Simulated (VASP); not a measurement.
# SnO2 (P1) in VASP: further runs, part 2 of 2

VASP 6.6.1. The steps go on from the part before.

### 3 Single point, LDA (atoms moved at random and the cell strained at random)

Contents of INCAR:

```
PREC     = Accurate       # precision mode
ENCUT    = 520            # plane-wave cutoff, eV
EDIFF    = 1E-6           # SCF threshold, eV
ISMEAR   = 0              # smearing method
SIGMA    = 0.05           # smearing width, eV
LREAL    = F              # projectors in reciprocal space
LASPH    = T              # aspherical terms in the spheres
NELM     = 60             # most SCF steps
ALGO     = Normal         # electronic algorithm
ISIF     = 2              # what is computed and relaxed
LWAVE    = F              # write WAVECAR
LCHARG   = F              # write CHGCAR
NBANDS   = 35             # bands
```

Contents of KPOINTS:

```
Automatic mesh
0
Gamma
  6 6 8
```

Contents of POSCAR:

```
SnO2
1.0
    4.9042773832     -0.0168005363     -0.1612731798
   -0.0170762571      4.8643842370      0.1103486267
   -0.1091623829      0.0734866162      3.1785880871
Sn O
2 4
Direct
    0.4820247623      0.4894269412      0.4995347370
   -0.0229192947     -0.0173901601     -0.0082371385
    0.3070489428      0.3579363664      0.0367528082
    0.8029339124      0.1977635669      0.4771821693
    0.2200963148      0.8208958643      0.5446143948
    0.7108153624      0.6513674213     -0.0498469710
```

Potentials or basis: VASP PAW LDA potentials, release 64 (Sn_d, O).

Command:

```sh
$ cat potpaw_LDA.64/Sn_d/POTCAR potpaw_LDA.64/O/POTCAR > POTCAR
$ mpirun -np 1 vasp_std > vasp.out
```

OUTCAR:

```text
PREC = Accurate
   ENCUT = 520
   EDIFF = 1E-6
   ISMEAR = 0
   LREAL = F
   LASPH = T
   NELM = 60
   ISIF = 2

 ion  position               nearest neighbor table
   1  0.482  0.489  0.500-   3 1.80   6 1.95   3 2.04   5 2.09   4 2.13   6 2.25   2 3.70   2 3.70
                             2 3.72
   2  0.977  0.983  0.992-   4 2.04   6 2.07   5 2.10   4 2.13   5 2.18   3 2.43   1 3.70   1 3.70
                             1 3.72
   3  0.307  0.358  0.037-   1 1.80   1 2.04   2 2.43
   4  0.803  0.198  0.477-   2 2.04   2 2.13   1 2.13
   5  0.220  0.821  0.545-   1 2.09   2 2.10   2 2.18
   6  0.711  0.651  0.950-   1 1.95   2 2.07   1 2.25

  LATTYP: Found a triclinic cell.
 ALAT       =    11.3537045661
 B/A-ratio  =     0.4285531337
 C/A-ratio  =     0.8905657473
 COS(alpha) =     0.0069830246
 COS(beta)  =     0.4862084677
 COS(gamma) =     0.8666425645

  Lattice vectors:

 A1 = (  -4.7609624861,  -9.7854545539,  -3.2380121607)
 A2 = (   0.0170762571,  -4.8643842370,  -0.1103486267)
 A3 = (  -9.6993923835,  -0.0398855436,  -2.8560417275)

Analysis of symmetry for initial positions (statically):
=====================================================================
 Subroutine PRICEL returns:
 Original cell was already a primitive cell.

 Routine SETGRP: Setting up the symmetry group for a
 triclinic supercell.

 Subroutine GETGRP returns: Found  1 space group operations
 (whereof  1 operations were pure point group operations)
 out of a pool of  2 trial point group operations.

The static configuration has the point symmetry C_1 .

Analysis of symmetry for dynamics (positions and initial velocities):
=====================================================================
 Subroutine PRICEL returns:
 Original cell was already a primitive cell.

 Routine SETGRP: Setting up the symmetry group for a
 triclinic supercell.

[... 127 lines left out ...]
   ISMEAR =     0;   SIGMA  =   0.05  broadening in eV -4-tet -1-fermi 0-gaus
   EFERMI_NEDOS =   21; number of points for ismear=-14 and -15
   IALGO  =     38    algorithm
   IMIX   =      4    mixing-type and parameters
     AMIX     =   0.40;   BMIX     =  1.00
     AMIX_MAG =   1.60;   BMIX_MAG =  1.00
  volume/ion in A,a.u.               =      12.62        85.15
  Fermi-wavevector in a.u.,A,eV,Ry     =   1.444455  2.729625 28.387896  2.086451
  Thomas-Fermi vector in A             =   2.562748
   LORBIT       =      0    0 simple, 1 ext, 2 COOP (PROOUT), +10 PAW based schemes
   GGA     = CA    functional components
   LHFCALC =     F    Hartree Fock is set to
   AEXX    =    0.0000 exact exchange contribution
   IVDW    =     0    specifies the selected vdW correction
   LEPSILON=     F    determine dielectric tensor
   LRPA    =     F    only Hartree local field effects (RPA)
 non-spin polarized calculation
 Gauss-broadening in eV      SIGMA  =   0.05
  energy-cutoff  :      520.00
  volume of cell :       75.70
 maximum number of plane-waves:      2059
   NGX = 19   NGY = 19   NGZ = 11

 number of electron      51.9999987 magnetization

 Free energy of the ion-electron system (eV)
  ---------------------------------------------------
  ext. energy  EPLUGINS =         0.00000000
  ---------------------------------------------------
  free energy    TOTEN  =       -40.77163693 eV

  energy without entropy =      -40.77163693  energy(sigma->0) =      -40.77163693

 E-fermi :   5.3637     XC(G=0): -11.4777

 val. band max:        5.1310458622   @ k =   0.0000   0.0000   0.0000
 cond. band min:       6.0104212923   @ k =   0.0000   0.0000   0.0000
 fundamental gap:      0.8793754301
 Fermi energy:         5.3637277588

 k-point     1 :       0.0000    0.0000    0.0000
  band No.  band energies     occupation
      1     -16.0258      2.00000
      2     -15.4241      2.00000
      3     -15.0178      2.00000
      4     -15.0102      2.00000
      5     -14.9189      2.00000
      6     -14.8787      2.00000
[... 901 lines left out ...]
     34      16.9786      0.00000
     35      17.2567      0.00000

 [... further k-points ...]
[... 5 lines left out ...]
  --------------------------------------------------------------------------------------
  -------------------------------------------------------------------------------------
  Total       -1.3000078     -2.1135142      2.2775732      2.4807823      0.7177573      4.7318335
  in kB      -27.5132009    -44.7301489     48.2022730     52.5029657     15.1905248    100.1439291
  external PRESSURE =      -8.0136923 kB  Pullay stress =       0.0000000 kB

 VOLUME and BASIS-vectors are now :
 -----------------------------------------------------------------------------
  energy-cutoff  :      520.00
  volume of cell :       75.70
      direct lattice vectors                 reciprocal lattice vectors
     4.904277383 -0.016800536 -0.161273180     0.204135664  0.000557867  0.006997742
    -0.017076257  4.864384237  0.110348627     0.000548860  0.205685239 -0.004736442
    -0.109162383  0.073486616  3.178588087     0.010338251 -0.007112313  0.315124571

 POSITION                                       TOTAL-FORCE (eV/Angst)
 -----------------------------------------------------------------------------------
      2.30110      2.40937      1.56409         2.318635      1.734675      2.663151
      4.66683      4.83626      3.10326         0.850287      0.074668      0.687348
      1.49573      1.73868      0.10680        -3.471212     -3.639104     -3.895359
      3.88234      0.98357      1.40910         0.421858     -1.020498      0.054662
      1.00594      4.02948      1.78619        -1.256397      1.198718     -1.077683
      3.37119      3.22638      2.97739         1.136828      1.651542      1.567883
 -----------------------------------------------------------------------------------
    total drift:                                0.000015      0.000326     -0.000318

  FREE ENERGIE OF THE ION-ELECTRON SYSTEM (eV)
  ---------------------------------------------------
  free  energy   TOTEN  =       -40.7716369258 eV

  energy  without entropy=      -40.7716369258  energy(sigma->0) =      -40.77163693
```

OSZICAR:

```text
N       E                     dE             d eps       ncg     rms          rms(c)
DAV:   1     0.637088015325E+03    0.63709E+03   -0.25321E+04 11302   0.231E+03
DAV:   2     0.562251838185E+02   -0.58086E+03   -0.54721E+03 11216   0.610E+02
DAV:   3    -0.418807143167E+02   -0.98106E+02   -0.96126E+02 11221   0.210E+02
DAV:   4    -0.471055316201E+02   -0.52248E+01   -0.51836E+01 13117   0.527E+01
DAV:   5    -0.472434694618E+02   -0.13794E+00   -0.13775E+00 12672   0.907E+00    0.161E+01
DAV:   6    -0.408528842189E+02    0.63906E+01   -0.18073E+01 16511   0.708E+01    0.641E+00
DAV:   7    -0.408777288068E+02   -0.24845E-01   -0.22575E+00 11335   0.877E+00    0.333E+00
DAV:   8    -0.407890655265E+02    0.88663E-01   -0.27692E-01 15164   0.459E+00    0.834E-01
DAV:   9    -0.407713149501E+02    0.17751E-01   -0.33703E-02 16367   0.282E+00    0.129E-01
DAV:  10    -0.407716471469E+02   -0.33220E-03   -0.57469E-03 12567   0.558E-01    0.102E-01
DAV:  11    -0.407716355062E+02    0.11641E-04   -0.47410E-04 15737   0.212E-01    0.447E-02
DAV:  12    -0.407716362053E+02   -0.69913E-06   -0.57813E-05 12727   0.668E-02    0.137E-02
DAV:  13    -0.407716369258E+02   -0.72044E-06   -0.98651E-06 13954   0.364E-02
   1 F= -.40771637E+02 E0= -.40771637E+02  d E =-.397624E-13
```

stdout:

```text
POSCAR found type information on POSCAR SnO
 POSCAR found :  2 types and       6 ions
 scaLAPACK will be used
 LDA part: xc-table for (Slater(with rela. corr.)+CA(PZ))
 , standard interpolation
 POSCAR, INCAR and KPOINTS ok, starting setup
 FFT: planning ... GRIDC
 FFT: planning ... GRID_SOFT
 FFT: planning ... GRID
 WAVECAR not read
 entering main loop
```

It took 2.7 min on 1 thread of AMD EPYC 9R45 (Zen 5), shared host; peak memory 0.34 GiB.

What came out:

- Free energy: -40.7716 eV
- Pressure: -0.8 GPa
- Largest force: 6.361 eV/Å
- Band gap on the k mesh: 0.88 eV

Forces in eV/Å, atoms in the order of the input:
```
Sn   2.319  1.735  2.663
Sn   0.850  0.075  0.687
O   -3.471 -3.639 -3.895
O    0.422 -1.020  0.055
O   -1.256  1.199 -1.078
O    1.137  1.652  1.568
```

Stress tensor (GPa, compression positive):
```
-2.75  5.25 10.01
 5.25 -4.47  1.52
10.01  1.52  4.82
```

Caveat: the cell differs from its parent crystal (atoms moved at random and the cell strained at random); the stress differs along the axes, from -4 to 5 GPa; spin-orbit coupling is left out, which moves the levels of the heavy elements; forces of over 1 eV/Å act on the atoms, so gaps and moduli don't describe the material at rest.
